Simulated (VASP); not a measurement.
Crystal: WC.

```
CELL_PARAMETERS angstrom
2.71102 0.00000 0.00000
0.00000 2.71102 0.00000
0.00000 0.00000 3.99994
ATOMIC_POSITIONS crystal
W 0.00000 0.00000 0.00000
C 0.50000 0.50000 0.00000
```

```yaml
Program: VASP 6.6.1
Task: relaxation of cell and atoms
Functional: PBE
Potentials_or_basis: VASP PAW PBE potentials, release 64 (W_sv, C)
Cutoff: 600 eV
k_mesh: 6 × 6 × 4
Occupations: gaussian, width 0.1 eV
Spin: no spin polarisation
```

At the start: pressure 62.0 GPa; volume 14.70 Å³/atom.

Question: Where does the relaxation end?

Answer: Over 15 steps the energy falls by 963.3 meV/atom and the volume is 13.23 Å³/atom (-10.0 %); space group P4/mmm (No. 123, to 0.05 Å).

Step by step:
```csv
step,energy change (eV),largest force (eV/Å),pressure (GPa),volume (Å³)
1,0.0000,0.0000,62.04,29.40
2,6.1273,0.0000,-36.32,57.41
3,-1.1774,0.0000,-20.18,36.14
4,-1.3392,0.0000,-9.55,34.60
5,-1.3524,0.0000,-4.70,34.02
6,-1.3522,0.0000,-5.54,34.12
7,-1.5145,0.0000,-6.21,32.22
8,-1.7873,0.0000,-5.50,29.11
9,-1.3267,0.0000,26.67,22.85
10,-1.9034,0.0000,-3.16,27.48
11,-1.9243,0.0000,0.65,26.26
12,-1.9263,0.0000,-0.64,26.62
13,-1.9266,0.0000,-0.12,26.47
14,-1.9260,0.0000,1.37,26.42
15,-1.9267,0.0000,0.25,26.46
```

Final structure:
```
W C
1.0
     2.94024    0.00000    0.00000
     0.00000    2.94024    0.00000
     0.00000    0.00000    3.06032
W C
1 1
Cartesian
  0.0000 0.0000 3.0603
  1.4701 1.4701 0.0000
```

Caveat: the k points lie up to 0.51 Å⁻¹ apart in the final cell.
